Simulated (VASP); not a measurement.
The system is BaLi2S2.

```
Ba Li S
1.0
    -4.36084    0.02712    0.07559
     0.12549    0.00930   -7.13339
     0.04697   -7.44198    0.00971
Ba Li S
2 4 4
Direct
  0.46781 0.98153 0.50849
  0.06835 0.03615 0.99671
  0.47639 0.36355 0.85151
  0.98343 0.42172 0.30076
  0.03037 0.61803 0.66233
  0.52862 0.60641 0.16892
  0.50107 0.70069 0.84431
  0.01271 0.74852 0.35087
  0.96310 0.28610 0.64527
  0.46815 0.23729 0.17082
```

| Property | Result |
| --- | --- |
| Program | VASP 6.6.1 |
| Task | relaxation of cell and atoms |
| Functional | PBE |
| Potentials or basis | VASP PAW PBE potentials, release 64 (Ba_sv, Li_sv, S) |
| Cutoff | 600 eV |
| k mesh | 4 × 2 × 2 |
| Occupations | gaussian, width 0.1 eV |
| Spin | no spin polarisation |

At the start: pressure 2.3 GPa; volume 23.14 Å³/atom.

Where does the relaxation end?

Over 16 steps the energy falls by 175.1 meV/atom and the volume is 23.05 Å³/atom (-0.4 %); space group P1 (No. 1, to 0.1 Å) before, P-3m1 (No. 164, to 0.1 Å).

Step by step:
| step | energy change (eV) | largest force (eV/Å) | pressure (GPa) | volume (Å³) |
| --- | --- | --- | --- | --- |
| 1 | 0.0000 | 4.4093 | 2.34 | 231.42 |
| 2 | -1.1430 | 0.8142 | -1.64 | 242.56 |
| 3 | -1.1435 | 0.8067 | -1.69 | 242.84 |
| 4 | -1.3693 | 0.6661 | -0.60 | 234.98 |
| 5 | -1.5278 | 0.4869 | 2.03 | 220.89 |
| 6 | -1.6718 | 0.2930 | 1.02 | 225.47 |
| 7 | -1.6944 | 0.3111 | 0.51 | 228.17 |
| 8 | -1.7214 | 0.1862 | -0.16 | 231.52 |
| 9 | -1.7242 | 0.1494 | -0.43 | 233.02 |
| 10 | -1.7366 | 0.1057 | -0.11 | 231.12 |
| 11 | -1.7395 | 0.1069 | 0.17 | 229.61 |
| 12 | -1.7444 | 0.0852 | 0.05 | 230.20 |
| 13 | -1.7462 | 0.0755 | -0.06 | 230.81 |
| 14 | -1.7492 | 0.0445 | -0.01 | 230.47 |
| 15 | -1.7502 | 0.0380 | 0.04 | 230.11 |
| 16 | -1.7508 | 0.0232 | -0.04 | 230.55 |

Final structure:
```
Ba Li S
1.0
    -4.31438    0.00039   -0.00200
    -0.00003    0.00358   -7.15369
     0.00042   -7.46988    0.00260
Ba Li S
2 4 4
Direct
  0.50013 0.00055 0.50004
  0.99973 0.99926 0.00005
  0.50006 0.38804 0.83436
  0.99992 0.38762 0.33148
  0.99930 0.61167 0.66672
  0.50106 0.61278 0.16707
  0.50058 0.72734 0.83316
  0.99970 0.72730 0.33300
  0.00075 0.27235 0.66759
  0.49877 0.27310 0.16652
```

Caveat: the k points lie up to 0.44 Å⁻¹ apart in the final cell; the cutoff is under 1.25 times the usual one of these potentials, so pressure, stress and relaxed cells hold a basis-set (Pulay) error.
